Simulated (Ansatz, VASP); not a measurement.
## One calculation of Hg, two programs

```
Hg
1.0
     2.07840    1.19996    1.97474
    -2.07840    1.19996    1.97474
     0.00000   -2.39993    1.97474
Hg
1
Direct
  0.00000 0.00000 0.00000
```

Alike in both runs: task single point; functional PBE; k mesh 10 × 10 × 10; occupations gaussian, width 0.2 eV; no spin polarisation.

|  | VASP | Ansatz |
| --- | --- | --- |
| version | VASP 6.6.1 | Ansatz 0.2.0 |
| potentials or method | VASP PAW PBE potentials, release 64 (Hg), cutoff 520 eV | plane waves (420 eV) with PAW, scalar-relativistic |
| valence electrons in the cell | 12 | 20 |

VASP gave:

```
pressure (GPa)                                                : 0.1
traceless stress, the component that is largest in VASP (GPa) : -0.16
```

Question: Estimate Ansatz's values.

Answer: Pressure (GPa): -0.1; traceless stress, the component that is largest in VASP (GPa): -0.19.

VASP's potentials hold 12 valence electrons a cell and Ansatz's 20, so a difference there can come from the potentials and not from the codes.

Neither program's run includes spin-orbit coupling.
